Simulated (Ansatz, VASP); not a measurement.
CdTe in VASP and in Ansatz

Contents of INCAR:

```
PREC = Accurate ; ENCUT = 600
EDIFF = 1E-7 ; ISMEAR = -1
SIGMA = 0.05 ; LREAL = F
LASPH = T ; NELM = 60
ALGO = Normal ; ISIF = 3
LWAVE = F ; LCHARG = F
GGA = PE ; ALDAC = 0.0
AGGAC = 0.0 ; IBRION = 2
NSW = 60 ; EDIFFG = -0.01
```

KPOINTS

```
Automatic mesh
0
Gamma
  7 7 7
```

The input POSCAR:

```
CdTe
1.0
    0.0000000000      3.2050000000      3.2050000000
    3.2050000000      0.0000000000      3.2050000000
    3.2050000000      3.2050000000      0.0000000000
Te Cd
1 1
Direct
    0.7500000000      0.7500000000      0.7500000000
    0.0000000000      0.0000000000      0.0000000000
```

The input input.yaml:

```yaml
crystal:
  lattice:
    - [0.0, 3.205, 3.205]
    - [3.205, 0.0, 3.205]
    - [3.205, 3.205, 0.0]
  atoms:
    - { symbol: Te, position: [0.75, 0.75, 0.75] }
    - { symbol: Cd, position: [0.0, 0.0, 0.0] }
hamiltonian:
  xc: { exchange: pbe, correlation: none }
  pseudopotentials: { kind: paw }
kpoints:
  mp_grid: { grid: [7, 7, 7] }
scf:
  occupations: { method: fermi_dirac, width: 0.05 }
output:
  forces: true
  stress: true
relax:
  f_tol: 0.01
  max_steps: 40
  cell: { stress_tol: 0.05 }
```

Alike in both runs: task relaxation of cell and atoms; functional PBE exchange alone; k mesh 7 × 7 × 7; occupations fermi-dirac, width 0.05 eV; no spin polarisation.

|  | VASP | Ansatz |
| --- | --- | --- |
| version | VASP 6.6.1 | Ansatz 0.2.0 |
| potentials or method | VASP PAW PBE potentials, release 64 (Te, Cd) | Ansatz PAW |
| plane-wave cutoff (eV) | 600 | 420 |
| valence electrons in the cell | 18 | 36 |

|  | VASP | Ansatz | Ansatz less VASP |
| --- | --- | --- | --- |
| relaxed volume (Å³/atom) | 43.88 | 43.67 | -0.210 |
| relaxed cell length with the largest relative difference (Å) | 4.988 | 4.980 | -0.0080 |

VASP's potentials were made for PBE, not for PBE exchange alone. VASP's potentials hold 18 valence electrons a cell and Ansatz's 36, so a difference there can come from the potentials and not from the codes.

Spin-orbit coupling is off throughout. Noted on VASP's run: the volume moved by over 15 % at a fixed basis, so the end points are rough. Noted on Ansatz's run: the volume moved by over 15 % at a fixed basis, so the end points are rough; the plane-wave basis is chosen anew once the cell has moved, so the energies of steps on either side of that aren't comparable.
